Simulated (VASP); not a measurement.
NiO:

```
Ni O
1.0
     0.00000    2.08590    2.08590
     2.08590    0.00000    2.08590
     2.08590    2.08590    0.00000
Ni O
1 1
Direct
  0.00000 0.00000 0.00000
  0.50000 0.50000 0.50000
```

Base run:

- Program: VASP 6.6.1
- Functional: PBE
- Potentials or basis: VASP PAW PBE potentials, release 64 (Ni, O)
- Cutoff: 520 eV
- k mesh: 14 × 14 × 14
- Occupations: fermi-dirac, width 0.15 eV
- Spin: collinear spin, ferromagnetic start
- Starting moments: [1.19, 0.19] μB
- Fixed moment: 1.3 μB

Its results: pressure 2.8 GPa; site moments Ni +1.10; O +0.17 μB.

Q: After a change of settings the same cell gave: pressure 0.7 GPa; site moments Ni +0.78; O +0.10 μB. Which change was it?
A. fixed moment from 1.3 μB to 0.4 μB; moments at the start from [1.19, 0.19] to [0.38, 0.05]
B. fixed moment from 1.3 μB to 0.9 μB; moments at the start from [1.19, 0.19] to [0.84, 0.12]
C. fixed moment from 1.3 μB to 1.8 μB; moments at the start from [1.19, 0.19] to [1.59, 0.33]

A: B.

Caveats: the total moment is fixed, so each spin has its own Fermi level; a cell with one magnetic atom can't hold antiferromagnetic order, which such compounds often take.
